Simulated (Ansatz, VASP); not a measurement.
**Si2Mo: VASP beside Ansatz**

File INCAR:

```
PREC = Accurate
ENCUT = 520
EDIFF = 1E-6
ISMEAR = -1
SIGMA = 0.08
LREAL = False
LASPH = True
NELM = 60
ALGO = Normal
ISIF = 2
LWAVE = False
LCHARG = False
GGA = PS
NBANDS = 18
```

KPOINTS

```
regular mesh
0
Gamma
  14 14 14
```

POSCAR

```
Si2Mo
1.0
   -1.5950042423      1.5950042423      3.9110528499
    1.5950042423     -1.5950042423      3.9110528499
    1.5950042423      1.5950042423     -3.9110528499
Si Mo
2 1
Direct
    0.3350528687      0.3350528687      0.0000000000
    0.6649471313      0.6649471313      0.0000000000
    0.0000000000      0.0000000000      0.0000000000
```

Input for Ansatz:

```yaml
crystal:
  lattice:
    - [-1.59500424228, 1.59500424228, 3.91105284993]
    - [1.59500424228, -1.59500424228, 3.91105284993]
    - [1.59500424228, 1.59500424228, -3.91105284993]
  atoms:
    - { symbol: Si, position: [0.335052868687, 0.335052868687, 0.0] }
    - { symbol: Si, position: [0.664947131313, 0.664947131313, 0.0] }
    - { symbol: Mo, position: [0.0, 0.0, 0.0] }
kpoints:
  mp_grid: { grid: [14, 14, 14] }
scf:
  occupations: { method: fermi_dirac, width: 0.08 }
hamiltonian:
  xc: pbesol
  pseudopotentials: { kind: all_electron, lapw: { basis_error: 0.001 } }
output:
  forces: true
  stress: true
  eigenvalues: true
  eigenstates:
    nscf_kmesh: { grid: [20, 20, 20] }
    de_dk: true
    e_range: [-14, 14]
  optics:
    e_range: [0, 20]
    de: 0.2
    sigma: 0.2
    bands: { spectra_wanted_up_to: 20 }
    nscf_kmesh: { grid: [20, 20, 20] }
    drude_damping: 0.1
checkpoint:
  write: ck
  write_wavefunctions: false
```

Alike in both runs: task single point; functional PBEsol; k mesh 14 × 14 × 14; occupations fermi-dirac, width 0.08 eV; no spin polarisation.

```csv
,VASP,Ansatz
version,VASP 6.6.1,Ansatz 0.2.0
potentials or method,"VASP PAW PBE potentials, release 64 (Si, Mo_sv), cutoff 520 eV","all-electron LAPW, scalar-relativistic"
```

```csv
,VASP,Ansatz,Ansatz less VASP
pressure (GPa),0.4,0.0,-0.35
```

VASP's potentials were made for PBE, not for PBEsol. Ansatz ran all-electron here, and VASP with PAW potentials. Ansatz's warnings: optics on partly filled bands.
